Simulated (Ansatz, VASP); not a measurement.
## One calculation of MgC2, two programs

File INCAR:

```
ALGO = Normal ; EDIFF = 1E-7
ENCUT = 520 ; GGA = PE
ISIF = 2 ; ISMEAR = -1
LASPH = T ; LCHARG = F
LREAL = F ; LWAVE = F
NBANDS = 19 ; NELM = 80
PREC = Accurate ; SIGMA = 0.05
```

File KPOINTS:

```
k-points
0
Gamma
  5 5 5
```

Contents of POSCAR:

```
MgC2
1.0
    3.9507770000      0.0000000000      0.0000000000
    0.0000000000      3.9507770000      0.0000000000
    0.0000000000      0.0000000000      4.9870890000
Mg C
2 4
Direct
    0.0000000000      0.0000000000      0.5000000000
    0.5000000000      0.5000000000      0.0000000000
    0.3876550000      0.6123450000      0.5000000000
    0.1123450000      0.1123450000      0.0000000000
    0.6123450000      0.3876550000      0.5000000000
    0.8876550000      0.8876550000      0.0000000000
```

input.yaml

```yaml
crystal:
  lattice:
    - [3.950777, 0.0, 0.0]
    - [0.0, 3.950777, 0.0]
    - [0.0, 0.0, 4.987089]
  atoms:
    - { symbol: Mg, position: [0.0, 0.0, 0.5] }
    - { symbol: Mg, position: [0.5, 0.5, 0.0] }
    - { symbol: C, position: [0.387655, 0.612345, 0.5] }
    - { symbol: C, position: [0.112345, 0.112345, 0.0] }
    - { symbol: C, position: [0.612345, 0.387655, 0.5] }
    - { symbol: C, position: [0.887655, 0.887655, 0.0] }
hamiltonian:
  xc: pbe
  pseudopotentials: { kind: paw }
kpoints:
  mp_grid: { grid: [5, 5, 5] }
scf:
  occupations: { method: fermi_dirac, width: 0.05 }
output:
  forces: true
  stress: true
  eigenvalues: true
  write_density: true
  write_potential: true
  elf: true
  volumetric_format: npy
```

Alike in both runs: task single point; functional PBE; k mesh 5 × 5 × 5; occupations fermi-dirac, width 0.05 eV; no spin polarisation.

|  | VASP | Ansatz |
| --- | --- | --- |
| version | VASP 6.6.1 | Ansatz 0.2.0 |
| potentials or method | VASP PAW PBE potentials, release 64 (Mg, C) | Ansatz PAW |
| plane-wave cutoff (eV) | 520 | 420 |
| valence electrons in the cell | 20 | 36 |

Ansatz gave:

```
gap on the k mesh at the Fermi level (eV)                     : 2.65
least direct gap on the mesh (eV)                             : 2.95
pressure (GPa)                                                : -0.3
traceless stress, the component that is largest in VASP (GPa) : 0.30
rms of the force components (eV/Å)                            : 0.054
```

Question: Which values does VASP return?

Answer: gap on the k mesh at the Fermi level (eV): 2.65; least direct gap on the mesh (eV): 2.96; pressure (GPa): -0.4; traceless stress, the component that is largest in VASP (GPa): 0.11; rms of the force components (eV/Å): 0.008.

Atom by atom the forces differ by 0.062 eV/Å (rms over components). The functional is the same, so the differences come from potentials, cutoffs and numerics. VASP's potentials hold 20 valence electrons a cell and Ansatz's 36, so a difference there can come from the potentials and not from the codes.

Noted on Ansatz's run: odd divisions of the mesh miss points on the zone boundary, where band edges often lie, so the gap on the mesh can be too wide.
